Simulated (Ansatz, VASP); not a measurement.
# One calculation of GaAs, two programs

```
CELL_PARAMETERS angstrom
0.00000 2.75092 2.75092
2.75092 0.00000 2.75092
2.75092 2.75092 0.00000
ATOMIC_POSITIONS crystal
Ga 0.00000 0.00000 0.00000
As 0.25000 0.25000 0.25000
```

Change from the starting cell: hydrostatic strain -2.9%.

Alike in both runs: task single point; functional r2SCAN; k mesh 8 × 8 × 8; no spin polarisation.

|  | VASP | Ansatz |
| --- | --- | --- |
| version | VASP 6.6.1 | Ansatz 0.2.0 |
| potentials or method | VASP PAW PBE potentials, release 64 (Ga_d, As) | plane waves, PAW |
| plane-wave cutoff (eV) | 520 | 500 |
| occupations | gaussian, width 0.01 eV | fixed |
| valence electrons in the cell | 18 | 28 |

|  | VASP | Ansatz | Ansatz less VASP |
| --- | --- | --- | --- |
| gap on the k mesh at the Fermi level (eV) | 1.60 | 1.60 | +0.009 |
| pressure (GPa) | 8.0 | 7.8 | -0.16 |

VASP's potentials were made for PBE, not for r2SCAN. VASP's potentials hold 18 valence electrons a cell and Ansatz's 28, so a difference there can come from the potentials and not from the codes.
